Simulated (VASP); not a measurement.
# SiGeTe2S2 (P4/mmm) in VASP: further runs

Runs on SiGeTe2S2. Level: PBE. Tasks: single point, relaxation of cell and atoms.

Program: VASP 6.6.1. These are calculated values, not measurements. Logs are shortened: lines on timing, memory, paths and dates and some standing lists are left out, and cuts for length are marked.

## (1) The cell of the first run

Symmetry: P4/mmm, No. 123, tetragonal system. Conventional cell: a = 4.803 Å, b = 4.803 Å, c = 6.228 Å, α = 90.00°, β = 90.00°, γ = 90.00°. Within 3.2 Å of Si (site symmetry 4/mmm) lie 4 S at 2.40 Å and 2 Ge at 3.11 Å. Within 4.1 Å of Ge (site symmetry 4/mmm) lie 2 Si at 3.11 Å and 8 Te at 3.66 Å and 8 S at 3.93 Å. Te (site symmetry 4mm) has 2 Te at 2.72 to 3.51 Å and 4 S at 2.97 Å within 3.6 Å. Within 3.2 Å of S (site symmetry mmm) lie 2 Si at 2.40 Å and 4 Te at 2.97 Å.

## (2) Single point, PBE

File INCAR:

```
PREC = Accurate ; ENCUT = 520
EDIFF = 1E-6 ; ISMEAR = 0
SIGMA = 0.1 ; LREAL = False
LASPH = True ; NELM = 80
ALGO = Normal ; ISIF = 2
LWAVE = False ; LCHARG = False
GGA = PE ; NBANDS = 30
```

File KPOINTS:

```
regular mesh
0
Gamma
  4 4 4
```

File POSCAR:

```
SiGeTe2S2
1.0
    4.8031944425      0.0000000000      0.0000000000
    0.0000000000      4.8031944425      0.0000000000
    0.0000000000      0.0000000000      6.2275859202
Si Ge Te S
1 1 2 2
Direct
    0.0000000000      0.0000000000      0.0000000000
    0.0000000000      0.0000000000      0.5000000000
    0.5000000000      0.5000000000      0.7183176985
    0.5000000000      0.5000000000      0.2816823015
    0.5000000000      0.0000000000      0.0000000000
    0.0000000000      0.5000000000      0.0000000000
```

Potentials or basis: VASP PAW PBE potentials, release 64 (Si, Ge_d, Te, S).

Command:

```sh
$ cat potpaw_PBE.64/Si/POTCAR potpaw_PBE.64/Ge_d/POTCAR potpaw_PBE.64/Te/POTCAR potpaw_PBE.64/S/POTCAR > POTCAR
$ mpirun -np 1 vasp_std > vasp.out
```

OUTCAR:

```text
PREC = Accurate
   ENCUT = 520
   EDIFF = 1E-6
   ISMEAR = 0
   LREAL = False
   LASPH = True
   NELM = 80
   ISIF = 2
   GGA = PE

 ion  position               nearest neighbor table
   1  0.000  0.000  0.000-   5 2.40   6 2.40   6 2.40   5 2.40
   2  0.000  0.000  0.500-
   3  0.500  0.500  0.718-   4 2.72   5 2.97   6 2.97   5 2.97   6 2.97   4 3.51
   4  0.500  0.500  0.282-   3 2.72   5 2.97   6 2.97   5 2.97   6 2.97   3 3.51
   5  0.500  0.000  0.000-   1 2.40   1 2.40   4 2.97   3 2.97   4 2.97   3 2.97
   6  0.000  0.500  0.000-   1 2.40   1 2.40   4 2.97   3 2.97   3 2.97   4 2.97

  LATTYP: Found a simple tetragonal cell.
 ALAT       =     4.8031944425
 C/A-ratio  =     1.2965508673

  Lattice vectors:

 A1 = (   4.8031944425,   0.0000000000,   0.0000000000)
 A2 = (   0.0000000000,   4.8031944425,   0.0000000000)
 A3 = (   0.0000000000,   0.0000000000,   6.2275859202)

Analysis of symmetry for initial positions (statically):
=====================================================================
 Subroutine PRICEL returns:
 Original cell was already a primitive cell.

 Routine SETGRP: Setting up the symmetry group for a
 simple tetragonal supercell.

 Subroutine GETGRP returns: Found 16 space group operations
 (whereof 16 operations were pure point group operations)
 out of a pool of 16 trial point group operations.

The static configuration has the point symmetry D_4h.

Analysis of symmetry for dynamics (positions and initial velocities):
=====================================================================
 Subroutine PRICEL returns:
 Original cell was already a primitive cell.

 Routine SETGRP: Setting up the symmetry group for a
 simple tetragonal supercell.

 Subroutine GETGRP returns: Found 16 space group operations
 (whereof 16 operations were pure point group operations)
 out of a pool of 16 trial point group operations.

The dynamic configuration has the point symmetry D_4h.

 Subroutine INISYM returns: Found 16 space group operations
 (whereof 16 operations are pure point group operations),
 and found     1 'primitive' translations

----------------------------------------------------------------------------------------

                                     Primitive cell

  volume of cell :     143.6746

  direct lattice vectors                    reciprocal lattice vectors
     4.803194442  0.000000000  0.000000000     0.208194778  0.000000000  0.000000000
     0.000000000  4.803194442  0.000000000     0.000000000  0.208194778  0.000000000
     0.000000000  0.000000000  6.227585920     0.000000000  0.000000000  0.160575866

  length of vectors
     4.803194442  4.803194442  6.227585920     0.208194778  0.208194778  0.160575866

  position of ions in fractional coordinates (direct lattice)
     0.000000000  0.000000000  0.000000000
     0.000000000  0.000000000  0.500000000
     0.500000000  0.500000000  0.718317699
     0.500000000  0.500000000  0.281682301
     0.500000000  0.000000000  0.000000000
     0.000000000  0.500000000  0.000000000

  ion indices of the primitive-cell ions
   primitive index   ion index
                 1           1
                 2           2
                 3           3
                 4           4
                 5           5
                 6           6

----------------------------------------------------------------------------------------

 KPOINTS: regular mesh

Automatic generation of k-mesh.
 Grid dimensions read from file:
 generate k-points for:    4    4    4

 Generating k-lattice:

  Cartesian coordinates                     Fractional coordinates (reciprocal lattice)
     0.052048694  0.000000000  0.000000000     0.250000000  0.000000000  0.000000000
     0.000000000  0.052048694  0.000000000     0.000000000  0.250000000  0.000000000
     0.000000000  0.000000000  0.040143966     0.000000000  0.000000000  0.250000000

  Length of vectors
     0.052048694  0.052048694  0.040143966

  Shift w.r.t. Gamma in fractional coordinates (k-lattice)
     0.000000000  0.000000000  0.000000000

 Subroutine IBZKPT returns following result:
 ===========================================

 Found     18 irreducible k-points:

 Following reciprocal coordinates:
            Coordinates               Weight
  0.000000  0.000000  0.000000      1.000000
  0.250000  0.000000  0.000000      4.000000
  0.500000  0.000000  0.000000      2.000000
  0.250000  0.250000  0.000000      4.000000
  0.500000  0.250000  0.000000      4.000000
  0.500000  0.500000  0.000000      1.000000
[... 10 lines left out ...]
  0.500000  0.250000  0.500000      4.000000
  0.500000  0.500000  0.500000      1.000000
   k-points           NKPTS =     18   k-points in BZ     NKDIM =     18   number of bands    NBANDS=     30
   number of dos      NEDOS =    301   number of ions     NIONS =      6
   total plane-waves  NPLWV =  62208
   dimension x,y,z NGX =    36 NGY =   36 NGZ =   48
   dimension x,y,z NGXF=    72 NGYF=   72 NGZF=   96
   ions per type =               1   1   2   2
   NGX,Y,Z   is equivalent  to a cutoff of  12.46, 12.46, 12.81 a.u.
   NGXF,Y,Z  is equivalent  to a cutoff of  24.92, 24.92, 25.63 a.u.
 SYSTEM =  unknown system
   PREC   = accura    normal or accurate (medium, high low for compatibility)
   ISTART =      0    job   : 0-new  1-cont  2-samecut
   ICHARG =      2    charge: 1-file 2-atom 10-const
   ISPIN  =      1    spin polarized calculation?
   LNONCOLLINEAR =      F non collinear calculations
   LSORBIT =      F    spin-orbit coupling
   LASPH  =      T    aspherical Exc in radial PAW
   ENCUT  =  520.0 eV  38.22 Ry    6.18 a.u.   8.93  8.93 11.58*2*pi/ulx,y,z
   NELM   =     80;   NELMIN=  2; NELMDL= -5     # of ELM steps
   EDIFF  = 0.1E-05   stopping-criterion for ELM
   LREAL  =      F    real-space projection
   EDIFFG = 0.1E-04   stopping-criterion for IOM
   NSW    =      0    number of steps for IOM
   IBRION =     -1    ionic relax: 0-MD 1-quasi-New 2-CG
   NFREE  =      0    steps in history (QN), initial steepest desc. (CG)
   ISIF   =      2    stress and relaxation
   ISYM   =      2    0-nonsym 1-usesym 2-fastsym
   POTIM  = 0.5000    time-step for ionic-motion
   TEBEG  =    0.0;   TEEND  =   0.0 temperature during run
   PSTRESS=    0.0 pullay stress
   NELECT =      42.0000    total number of electrons
   NUPDOWN=      -1.0000    fix difference up-down
   EMIN   =  10.00;   EMAX   =-10.00  energy-range for DOS
   EFERMI =   0.00;   METHOD = LEGACY
   ISMEAR =     0;   SIGMA  =   0.10  broadening in eV -4-tet -1-fermi 0-gaus
   EFERMI_NEDOS =   21; number of points for ismear=-14 and -15
   IALGO  =     38    algorithm
   IMIX   =      4    mixing-type and parameters
     AMIX     =   0.40;   BMIX     =  1.00
     AMIX_MAG =   1.60;   BMIX_MAG =  1.00
  volume/ion in A,a.u.               =      23.95       161.59
  Fermi-wavevector in a.u.,A,eV,Ry     =   1.086504  2.053194 16.061548  1.180490
  Thomas-Fermi vector in A             =   2.222642
   LORBIT       =      0    0 simple, 1 ext, 2 COOP (PROOUT), +10 PAW based schemes
   GGA     = PE    functional components
   LHFCALC =     F    Hartree Fock is set to
   AEXX    =    0.0000 exact exchange contribution
   IVDW    =     0    specifies the selected vdW correction
   LEPSILON=     F    determine dielectric tensor
   LRPA    =     F    only Hartree local field effects (RPA)
 non-spin polarized calculation
 Gauss-broadening in eV      SIGMA  =   0.10
  energy-cutoff  :      520.00
  volume of cell :      143.67
 maximum number of plane-waves:      3896
 NGX is ok and might be reduce to    36
   NGX = 17   NGY = 17   NGZ = 23

 number of electron      42.0000003 magnetization

 Free energy of the ion-electron system (eV)
  ---------------------------------------------------
  ext. energy  EPLUGINS =         0.00000000
  ---------------------------------------------------
  free energy    TOTEN  =       -21.53125772 eV

  energy without entropy =      -21.50618620  energy(sigma->0) =      -21.51872196

 E-fermi :   6.4506     XC(G=0):  -9.7795

 val. band max:        6.4168225141   @ k =   0.5000   0.5000   0.0000
 cond. band min:       6.5034378497   @ k =   0.2500   0.2500   0.0000
 fundamental gap:      0.0866153356
 Fermi energy:         6.4505868506

 k-point     1 :       0.0000    0.0000    0.0000
  band No.  band energies     occupation
      1     -18.8393      2.00000
      2     -18.8387      2.00000
      3     -18.7259      2.00000
      4     -18.7259      2.00000
      5     -18.6882      2.00000
      6      -8.9609      2.00000
[... 22 lines left out ...]
     29      11.1386      0.00000
     30      11.8690      0.00000

 k-point     2 :       0.2500    0.0000    0.0000
  band No.  band energies     occupation
      1     -18.8391      2.00000
      2     -18.8388      2.00000
      3     -18.7260      2.00000
      4     -18.7259      2.00000
      5     -18.6881      2.00000
      6      -8.6620      2.00000
[... 22 lines left out ...]
     29      11.2794      0.00000
     30      11.3159      0.00000

 k-point     3 :       0.5000    0.0000    0.0000
  band No.  band energies     occupation
      1     -18.8389      2.00000
      2     -18.8389      2.00000
      3     -18.7261      2.00000
      4     -18.7259      2.00000
      5     -18.6881      2.00000
      6      -8.0034      2.00000
[... 22 lines left out ...]
     29      11.4625      0.00000
     30      12.0238      0.00000

 k-point     4 :       0.2500    0.2500    0.0000
  band No.  band energies     occupation
      1     -18.8389      2.00000
      2     -18.8389      2.00000
      3     -18.7260      2.00000
      4     -18.7260      2.00000
      5     -18.6881      2.00000
      6      -8.3744      2.00000
[... 418 lines left out ...]
     29      11.7242      0.00000
     30      11.9516      0.00000

 k-point    17 :       0.5000    0.2500    0.5000
  band No.  band energies     occupation
      1     -18.8390      2.00000
      2     -18.8388      2.00000
      3     -18.7261      2.00000
      4     -18.7260      2.00000
      5     -18.6879      2.00000
      6      -7.5133      2.00000
[... 22 lines left out ...]
     29      11.9266      0.00000
     30      12.8279      0.00000

 k-point    18 :       0.5000    0.5000    0.5000
  band No.  band energies     occupation
      1     -18.8391      2.00000
      2     -18.8386      2.00000
      3     -18.7260      2.00000
      4     -18.7260      2.00000
      5     -18.6878      2.00000
      6      -7.2092      2.00000
[... 22 lines left out ...]
     29       9.4964      0.00000
     30      12.5445      0.00000

------------------------ aborting loop because EDIFF is reached ----------------------------------------

  FORCE on cell =-STRESS in cart. coord.  units (eV):
  Direction    XX          YY          ZZ          XY          YZ          ZX
  --------------------------------------------------------------------------------------
  -------------------------------------------------------------------------------------
  Total       -0.2194749     -0.2194749      0.1817561      0.0000000     -0.0000000      0.0000000
  in kB       -2.4474591     -2.4474591      2.0268405      0.0000000     -0.0000000      0.0000000
  external PRESSURE =      -0.9560259 kB  Pullay stress =       0.0000000 kB

 VOLUME and BASIS-vectors are now :
 -----------------------------------------------------------------------------
  energy-cutoff  :      520.00
  volume of cell :      143.67
      direct lattice vectors                 reciprocal lattice vectors
     4.803194442  0.000000000  0.000000000     0.208194778  0.000000000  0.000000000
     0.000000000  4.803194442  0.000000000     0.000000000  0.208194778  0.000000000
     0.000000000  0.000000000  6.227585920     0.000000000  0.000000000  0.160575866

 POSITION                                       TOTAL-FORCE (eV/Angst)
 -----------------------------------------------------------------------------------
      0.00000      0.00000      0.00000         0.000000      0.000000      0.000000
      0.00000      0.00000      3.11379         0.000000      0.000000      0.000000
      2.40160      2.40160      4.47339        -0.000000     -0.000000      0.013957
      2.40160      2.40160      1.75420         0.000000      0.000000     -0.013957
      2.40160      0.00000      0.00000         0.000000      0.000000      0.000000
      0.00000      2.40160      0.00000         0.000000      0.000000      0.000000
 -----------------------------------------------------------------------------------
    total drift:                                0.000000     -0.000000      0.000000

  FREE ENERGIE OF THE ION-ELECTRON SYSTEM (eV)
  ---------------------------------------------------
  free  energy   TOTEN  =       -21.5312577214 eV

  energy  without entropy=      -21.5061862010  energy(sigma->0) =      -21.51872196
```

Run time: 26 s. Hardware: 1 thread of Intel Xeon 6975P-C (Granite Rapids), shared host; peak memory 0.28 GiB.

What came out:

- Free energy: -21.5313 eV
- Pressure: -0.1 GPa
- Largest force: 0.014 eV/Å
- Band gap on the k mesh: zero (band 21 reaches 7.71 eV, above the bottom of band 22 at 5.05 eV)

Forces on the atoms (eV/Å):
```
Si   0.000  0.000  0.000
Ge   0.000  0.000  0.000
Te   0.000  0.000  0.014
Te   0.000  0.000 -0.014
S    0.000  0.000  0.000
S    0.000  0.000  0.000
```

Levels at points of the mesh, in eV from the Fermi level:
```tsv
k point	band 18	band 19	band 20	band 21	band 22	band 23	band 24	band 25
(0.00, 0.00, 0.00)	-2.76	-1.61	-1.61	-1.40	-1.40	-0.32	2.15	2.15
(0.50, 0.00, 0.00)	-1.36	-1.21	-0.99	-0.76	-0.16	0.26	0.36	1.35
(0.50, 0.50, 0.00)	-2.68	-1.58	-0.03	1.26	1.26	1.49	1.49	2.04
(0.00, 0.00, 0.50)	-3.47	-2.86	-0.98	-0.57	1.10	1.23	1.23	1.49
(0.50, 0.00, 0.50)	-2.13	-1.79	-0.78	-0.76	-0.11	0.54	0.59	1.36
(0.50, 0.50, 0.50)	-1.30	-1.30	-1.20	-1.20	-0.22	-0.09	1.61	1.61
```

Caveat: spin-orbit coupling is left out, which moves the levels of the heavy elements.

## (3) Single point, PBE

This run uses another cell than the first one, of 26.42 Å³/atom, 1.103 times its volume.

File INCAR:

```
PREC = Accurate
ENCUT = 520
EDIFF = 1E-7
ISMEAR = 0
SIGMA = 0.1
LREAL = F
LASPH = T
NELM = 60
ALGO = Normal
ISIF = 2
LWAVE = F
LCHARG = T
GGA = PE
LELF = T
LVHAR = T
NBANDS = 30
```

File KPOINTS:

```
Automatic mesh
0
Gamma
  4 4 4
```

File POSCAR:

```
SiGeTe2S2
1.0
    4.9052035800      0.0000000000      0.0000000000
    0.0000000000      4.9052035800      0.0000000000
    0.0000000000      0.0000000000      6.5875798500
Si Ge Te S
1 1 2 2
Direct
    0.0000000000      0.0000000000      0.0000000000
    0.0000000000      0.0000000000      0.5000000000
    0.5000000000      0.5000000000      0.7457699800
    0.5000000000      0.5000000000      0.2542300200
    0.5000000000      0.0000000000      0.0000000000
    0.0000000000      0.5000000000      0.0000000000
```

Potentials or basis: VASP PAW PBE potentials, release 64 (Si, Ge_d, Te, S).

Command:

```sh
$ cat potpaw_PBE.64/Si/POTCAR potpaw_PBE.64/Ge_d/POTCAR potpaw_PBE.64/Te/POTCAR potpaw_PBE.64/S/POTCAR > POTCAR
$ mpirun -np 1 vasp_std > vasp.out
```

Run time: 33 s. Hardware: 1 thread of Intel Xeon 6975P-C (Granite Rapids), shared host; peak memory 0.29 GiB.

It converged, with:

```
Free energy            : -20.9702 eV
Pressure               : -3.8 GPa
Largest force          : 0.967 eV/Å
Band gap on the k mesh : zero (band 21 reaches 6.44 eV, above the bottom of band 22 at 4.59 eV)
```

Forces in eV/Å, atoms in the order of the input:
```
Si   0.000  0.000  0.000
Ge   0.000  0.000  0.000
Te   0.000  0.000 -0.967
Te   0.000  0.000  0.967
S    0.000  0.000  0.000
S    0.000  0.000  0.000
```

Stress tensor (GPa, compression positive):
```
-2.70  0.00  0.00
 0.00 -2.70  0.00
 0.00  0.00 -6.12
```

Levels at points of the mesh, in eV from the Fermi level:
| k point | band 17 | band 18 | band 19 | band 20 | band 21 | band 22 | band 23 | band 24 | band 25 | band 26 |
| --- | --- | --- | --- | --- | --- | --- | --- | --- | --- | --- |
| (0.00, 0.00, 0.00) | -3.56 | -2.64 | -1.60 | -1.60 | -0.72 | -0.72 | -0.45 | 2.20 | 2.20 | 2.55 |
| (0.50, 0.00, 0.00) | -2.00 | -1.39 | -1.24 | -0.79 | 0.20 | 0.21 | 0.37 | 0.50 | 1.25 | 1.71 |
| (0.50, 0.50, 0.00) | -2.58 | -2.29 | -1.72 | 0.08 | 1.13 | 1.13 | 1.37 | 1.37 | 1.47 | 1.72 |
| (0.00, 0.00, 0.50) | -2.69 | -2.63 | -2.63 | -1.55 | -0.68 | 0.73 | 1.24 | 1.24 | 1.37 | 1.37 |
| (0.50, 0.00, 0.50) | -2.14 | -1.87 | -1.78 | -0.75 | -0.10 | 0.03 | 0.25 | 0.96 | 1.34 | 1.36 |
| (0.50, 0.50, 0.50) | -1.72 | -1.37 | -1.37 | -0.79 | -0.79 | -0.19 | -0.12 | 1.51 | 1.54 | 1.54 |

Caveat: spin-orbit coupling is left out, which moves the levels of the heavy elements.

(Continued in part 2 of 2.)
